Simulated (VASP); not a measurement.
# Si2B2C (P6_3/mmc) in VASP: a series of runs

The runs below take Si2B2C through single point, relaxation of cell and atoms, with PBE.

All numbers are computed with VASP 6.6.1; they aren't measurements. Logs are shortened: lines on timing, memory, paths and dates and some standing lists are left out, and cuts for length are marked.

## Step 1: The cell of the first run

The structure is hexagonal, space group P6_3/mmc (No. 194). Conventional cell: a = 2.955 Å, b = 2.955 Å, c = 11.590 Å, α = 90.00°, β = 90.00°, γ = 120.00°. Within 2.6 Å of Si (site symmetry 3m) lie 4 B at 1.98 to 2.23 Å and 3 C at 2.08 Å and 1 Si at 2.38 Å. B (site symmetry 3m) has 3 B at 1.79 Å and 4 Si at 1.98 to 2.23 Å within 2.4 Å. Within 2.8 Å of C (site symmetry -6m2) lie 6 Si at 2.08 Å.

## Step 2: Single point, PBE

The input, INCAR:

```
SYSTEM = Si2B2C
  PREC = Accurate
  ENCUT = 520
  EDIFF = 1E-6
  ISMEAR = 0
  SIGMA = 0.1
  LREAL = .False.
  LASPH = .True.
  NELM = 60
  ALGO = Normal
  ISIF = 2
  LWAVE = .False.
  LCHARG = .False.
  GGA = PE
  NBANDS = 29
```

The input, KPOINTS:

```
regular mesh
0
Gamma
  6 6 2
  0 0 0
```

The input, POSCAR:

```
Si2B2C
1.0
    2.9551308613     -0.0000000026      0.0000000000
   -1.4775654283      2.5592183987      0.0000000000
    0.0000000000      0.0000000000     11.5895562389
Si B C
4 4 2
Direct
    0.6666666667      0.3333333333      0.6474873809
    0.6666666667      0.3333333333      0.8525126191
    0.3333333333      0.6666666667      0.3525126191
    0.3333333333      0.6666666667      0.1474873809
    0.6666666667      0.3333333333      0.4765533618
    0.6666666667      0.3333333333      0.0234466382
    0.3333333333      0.6666666667      0.9765533618
    0.3333333333      0.6666666667      0.5234466382
    0.0000000000      0.0000000000      0.7500000000
    0.0000000000      0.0000000000      0.2500000000
```

Potentials or basis: VASP PAW PBE potentials, release 64 (Si, B, C).

On the command line:

```bash
$ cat potpaw_PBE.64/Si/POTCAR potpaw_PBE.64/B/POTCAR potpaw_PBE.64/C/POTCAR > POTCAR
$ mpirun -np 1 vasp_std > vasp.out
```

OUTCAR:

```text
SYSTEM = Si2B2C
   PREC = Accurate
   ENCUT = 520
   EDIFF = 1E-6
   ISMEAR = 0
   LREAL = .False.
   LASPH = .True.
   NELM = 60
   ISIF = 2
   GGA = PE

 ion  position               nearest neighbor table
   1  0.667  0.333  0.647-   5 1.98   9 2.08   9 2.08   9 2.08   8 2.23   8 2.23   8 2.23   2 2.38

   2  0.667  0.333  0.853-   6 1.98   9 2.08   9 2.08   9 2.08   7 2.23   7 2.23   7 2.23   1 2.38

   3  0.333  0.667  0.353-   8 1.98  10 2.08  10 2.08  10 2.08   5 2.23   5 2.23   5 2.23   4 2.38

   4  0.333  0.667  0.147-   7 1.98  10 2.08  10 2.08  10 2.08   6 2.23   6 2.23   6 2.23   3 2.38

   5  0.667  0.333  0.477-   8 1.79   8 1.79   8 1.79   1 1.98   3 2.23   3 2.23   3 2.23
   6  0.667  0.333  0.023-   7 1.79   7 1.79   7 1.79   2 1.98   4 2.23   4 2.23   4 2.23
   7  0.333  0.667  0.977-   6 1.79   6 1.79   6 1.79   4 1.98   2 2.23   2 2.23   2 2.23
   8  0.333  0.667  0.523-   5 1.79   5 1.79   5 1.79   3 1.98   1 2.23   1 2.23   1 2.23
   9  0.000  0.000  0.750-   1 2.08   2 2.08   1 2.08   2 2.08   1 2.08   2 2.08
  10  0.000  0.000  0.250-   3 2.08   4 2.08   3 2.08   4 2.08   3 2.08   4 2.08

  LATTYP: Found a hexagonal cell.
 ALAT       =     2.9551308613
 C/A-ratio  =     3.9218419701

  Lattice vectors:

 A1 = (   2.9551308613,  -0.0000000026,   0.0000000000)
 A2 = (  -1.4775654283,   2.5592183987,   0.0000000000)
 A3 = (   0.0000000000,   0.0000000000,  11.5895562389)

Analysis of symmetry for initial positions (statically):
=====================================================================
 Subroutine PRICEL returns:
 Original cell was already a primitive cell.

 Routine SETGRP: Setting up the symmetry group for a
 hexagonal supercell.

 Subroutine GETGRP returns: Found 24 space group operations
 (whereof 12 operations were pure point group operations)
 out of a pool of 24 trial point group operations.

The static configuration has the point symmetry D_3d.
 The point group associated with its full space group is D_6h.

Analysis of symmetry for dynamics (positions and initial velocities):
=====================================================================
 Subroutine PRICEL returns:
 Original cell was already a primitive cell.

 Routine SETGRP: Setting up the symmetry group for a
 hexagonal supercell.

 Subroutine GETGRP returns: Found 24 space group operations
 (whereof 12 operations were pure point group operations)
 out of a pool of 24 trial point group operations.

The dynamic configuration has the point symmetry D_3d.
 The point group associated with its full space group is D_6h.

 Subroutine INISYM returns: Found 24 space group operations
 (whereof 12 operations are pure point group operations),
 and found     1 'primitive' translations

----------------------------------------------------------------------------------------

                                     Primitive cell

  volume of cell :      87.6498

  direct lattice vectors                    reciprocal lattice vectors
     2.955130861 -0.000000003  0.000000000     0.338394490  0.195372149  0.000000000
    -1.477565428  2.559218399  0.000000000     0.000000000  0.390744300  0.000000000
     0.000000000  0.000000000 11.589556239     0.000000000  0.000000000  0.086284581

  length of vectors
     2.955130861  2.955130861 11.589556239     0.390744300  0.390744300  0.086284581

  position of ions in fractional coordinates (direct lattice)
     0.666666667  0.333333333  0.647487381
     0.666666667  0.333333333  0.852512619
     0.333333333  0.666666667  0.352512619
     0.333333333  0.666666667  0.147487381
     0.666666667  0.333333333  0.476553362
     0.666666667  0.333333333  0.023446638
     0.333333333  0.666666667  0.976553362
     0.333333333  0.666666667  0.523446638
     0.000000000  0.000000000  0.750000000
     0.000000000  0.000000000  0.250000000

  ion indices of the primitive-cell ions
   primitive index   ion index
                 1           1
                 2           2
                 3           3
                 4           4
                 5           5
                 6           6
                 7           7
                 8           8
                 9           9
                10          10

----------------------------------------------------------------------------------------

 KPOINTS: regular mesh

Automatic generation of k-mesh.
 Grid dimensions read from file:
 generate k-points for:    6    6    2

 Generating k-lattice:

  Cartesian coordinates                     Fractional coordinates (reciprocal lattice)
     0.056399082  0.032562025  0.000000000     0.166666667  0.000000000  0.000000000
     0.000000000  0.065124050  0.000000000     0.000000000  0.166666667  0.000000000
     0.000000000  0.000000000  0.043142290     0.000000000  0.000000000  0.500000000

  Length of vectors
     0.065124050  0.065124050  0.043142290

  Shift w.r.t. Gamma in fractional coordinates (k-lattice)
     0.000000000  0.000000000  0.000000000

 Subroutine IBZKPT returns following result:
 ===========================================

 Found     14 irreducible k-points:

 Following reciprocal coordinates:
            Coordinates               Weight
  0.000000  0.000000  0.000000      1.000000
  0.166667 -0.000000  0.000000      6.000000
  0.333333  0.000000  0.000000      6.000000
  0.500000 -0.000000  0.000000      3.000000
  0.166667  0.166667  0.000000      6.000000
  0.333333  0.166667  0.000000     12.000000
  0.333333  0.333333  0.000000      2.000000
  0.000000  0.000000  0.500000      1.000000
  0.166667 -0.000000  0.500000      6.000000
  0.333333  0.000000  0.500000      6.000000
  0.500000 -0.000000  0.500000      3.000000
  0.166667  0.166667  0.500000      6.000000
  0.333333  0.166667  0.500000     12.000000
  0.333333  0.333333  0.500000      2.000000
   k-points           NKPTS =     14   k-points in BZ     NKDIM =     14   number of bands    NBANDS=     29
   number of dos      NEDOS =    301   number of ions     NIONS =     10
   total plane-waves  NPLWV =  51840
   dimension x,y,z NGX =    24 NGY =   24 NGZ =   90
   dimension x,y,z NGXF=    48 NGYF=   48 NGZF=  180
   ions per type =               4   4   2
   NGX,Y,Z   is equivalent  to a cutoff of  13.50, 13.50, 12.91 a.u.
   NGXF,Y,Z  is equivalent  to a cutoff of  27.00, 27.00, 25.82 a.u.
 SYSTEM =  Si2B2C
   PREC   = accura    normal or accurate (medium, high low for compatibility)
   ISTART =      0    job   : 0-new  1-cont  2-samecut
   ICHARG =      2    charge: 1-file 2-atom 10-const
   ISPIN  =      1    spin polarized calculation?
   LNONCOLLINEAR =      F non collinear calculations
   LSORBIT =      F    spin-orbit coupling
   LASPH  =      T    aspherical Exc in radial PAW
   ENCUT  =  520.0 eV  38.22 Ry    6.18 a.u.   5.49  5.49 21.55*2*pi/ulx,y,z
   NELM   =     60;   NELMIN=  2; NELMDL= -5     # of ELM steps
   EDIFF  = 0.1E-05   stopping-criterion for ELM
   LREAL  =      F    real-space projection
   EDIFFG = 0.1E-04   stopping-criterion for IOM
   NSW    =      0    number of steps for IOM
   IBRION =     -1    ionic relax: 0-MD 1-quasi-New 2-CG
   NFREE  =      0    steps in history (QN), initial steepest desc. (CG)
   ISIF   =      2    stress and relaxation
   ISYM   =      2    0-nonsym 1-usesym 2-fastsym
   POTIM  = 0.5000    time-step for ionic-motion
   TEBEG  =    0.0;   TEEND  =   0.0 temperature during run
   PSTRESS=    0.0 pullay stress
   NELECT =      36.0000    total number of electrons
   NUPDOWN=      -1.0000    fix difference up-down
   EMIN   =  10.00;   EMAX   =-10.00  energy-range for DOS
   EFERMI =   0.00;   METHOD = LEGACY
   ISMEAR =     0;   SIGMA  =   0.10  broadening in eV -4-tet -1-fermi 0-gaus
   EFERMI_NEDOS =   21; number of points for ismear=-14 and -15
   IALGO  =     38    algorithm
   IMIX   =      4    mixing-type and parameters
     AMIX     =   0.40;   BMIX     =  1.00
     AMIX_MAG =   1.60;   BMIX_MAG =  1.00
  volume/ion in A,a.u.               =       8.76        59.15
  Fermi-wavevector in a.u.,A,eV,Ry     =   1.216911  2.299628 20.148482  1.480872
  Thomas-Fermi vector in A             =   2.352249
   LORBIT       =      0    0 simple, 1 ext, 2 COOP (PROOUT), +10 PAW based schemes
   GGA     = PE    functional components
   LHFCALC =     F    Hartree Fock is set to
   AEXX    =    0.0000 exact exchange contribution
   IVDW    =     0    specifies the selected vdW correction
   LEPSILON=     F    determine dielectric tensor
   LRPA    =     F    only Hartree local field effects (RPA)
 non-spin polarized calculation
 Gauss-broadening in eV      SIGMA  =   0.10
  energy-cutoff  :      520.00
  volume of cell :       87.65
 maximum number of plane-waves:      2432
 NGX is ok and might be reduce to    24
   NGX = 11   NGY = 11   NGZ = 43

 number of electron      36.0000001 magnetization

 Free energy of the ion-electron system (eV)
  ---------------------------------------------------
  ext. energy  EPLUGINS =         0.00000000
  ---------------------------------------------------
  free energy    TOTEN  =       -62.22120577 eV

  energy without entropy =      -62.21374717  energy(sigma->0) =      -62.21747647

 E-fermi :  10.9962     XC(G=0): -12.0629

 val. band max:       10.8201235586   @ k =   0.5000  -0.0000   0.0000
 cond. band min:      11.0943215559   @ k =   0.3333   0.1667   0.5000
 fundamental gap:      0.2741979973
 Fermi energy:        10.9962363508

 k-point     1 :       0.0000    0.0000    0.0000
  band No.  band energies     occupation
      1      -6.8222      2.00000
      2      -6.3991      2.00000
      3      -4.9264      2.00000
      4      -3.1633      2.00000
      5      -2.0070      2.00000
      6       1.5634      2.00000
[... 21 lines left out ...]
     28      17.0624      0.00000
     29      17.1755      0.00000
[... 385 lines left out ...]
 k-point    14 :       0.3333    0.3333    0.5000
  band No.  band energies     occupation
      1      -1.4519      2.00000
      2      -1.4519      2.00000
      3      -0.4124      2.00000
      4      -0.4124      2.00000
      5       0.5346      2.00000
      6       0.5346      2.00000
[... 21 lines left out ...]
     28      18.7610      0.00000
     29      18.8355      0.00000

------------------------ aborting loop because EDIFF is reached ----------------------------------------

  FORCE on cell =-STRESS in cart. coord.  units (eV):
  Direction    XX          YY          ZZ          XY          YZ          ZX
  --------------------------------------------------------------------------------------
  -------------------------------------------------------------------------------------
  Total       -0.0197671     -0.0197671     -0.1824577     -0.0000000      0.0000000      0.0000000
  in kB       -0.3613281     -0.3613281     -3.3352008     -0.0000000      0.0000000      0.0000000
  external PRESSURE =      -1.3526190 kB  Pullay stress =       0.0000000 kB

 VOLUME and BASIS-vectors are now :
 -----------------------------------------------------------------------------
  energy-cutoff  :      520.00
  volume of cell :       87.65
      direct lattice vectors                 reciprocal lattice vectors
     2.955130861 -0.000000003  0.000000000     0.338394490  0.195372149  0.000000000
    -1.477565428  2.559218399  0.000000000     0.000000000  0.390744300  0.000000000
     0.000000000  0.000000000 11.589556239     0.000000000  0.000000000  0.086284581

 POSITION                                       TOTAL-FORCE (eV/Angst)
 -----------------------------------------------------------------------------------
      1.47757      0.85307      7.50409         0.000000     -0.000000     -0.013192
      1.47757      0.85307      9.88024        -0.000000     -0.000000      0.013192
      0.00000      1.70615      4.08546         0.000000      0.000000      0.013192
      0.00000      1.70615      1.70931         0.000000     -0.000000     -0.013192
      1.47757      0.85307      5.52304        -0.000000      0.000000     -0.000848
      1.47757      0.85307      0.27174        -0.000000      0.000000      0.000848
      0.00000      1.70615     11.31782         0.000000     -0.000000     -0.000848
      0.00000      1.70615      6.06651         0.000000     -0.000000      0.000848
      0.00000      0.00000      8.69217         0.000000     -0.000000      0.000000
      0.00000      0.00000      2.89739         0.000000      0.000000      0.000000
 -----------------------------------------------------------------------------------
    total drift:                                0.000000      0.000000      0.000000

  FREE ENERGIE OF THE ION-ELECTRON SYSTEM (eV)
  ---------------------------------------------------
  free  energy   TOTEN  =       -62.2212057689 eV

  energy  without entropy=      -62.2137471737  energy(sigma->0) =      -62.21747647
```

Wall time 15 s (1 thread of Intel Xeon 6975P-C (Granite Rapids), shared host); peak memory 0.21 GiB.

Results:

```yaml
Free_energy: -62.2212 eV
Pressure: -0.1 GPa
Largest_force: 0.013 eV/Å
Band_gap_on_the_k_mesh: zero (band 18 reaches 13.88 eV, above the bottom of band 19 at 10.38 eV)
```

Forces in eV/Å, atoms in the order of the input:
```
Si   0.000  0.000 -0.013
Si   0.000  0.000  0.013
Si   0.000  0.000  0.013
Si   0.000  0.000 -0.013
B    0.000  0.000 -0.001
B    0.000  0.000  0.001
B    0.000  0.000 -0.001
B    0.000  0.000  0.001
C    0.000  0.000  0.000
C    0.000  0.000  0.000
```

Levels at points of the mesh, in eV from the Fermi level:
```
           k point  band 15  band 16  band 17  band 18  band 19  band 20  band 21  band 22
(0.00, 0.00, 0.00)    -1.10    -1.10    -1.09     2.88     3.35     3.36     4.49     4.49
(0.50, 0.00, 0.00)    -3.91    -3.86    -2.89    -2.61    -0.18     0.83     1.56     2.35
(0.00, 0.00, 0.50)    -1.12    -1.12     0.87     0.87     3.36     3.36     4.82     4.82
(0.50, 0.00, 0.50)    -3.29    -3.29    -2.68    -2.68     0.39     0.39     1.25     1.25
```

Caveat: the k points lie up to 0.41 Å⁻¹ apart.

[end of part 1 of 2]
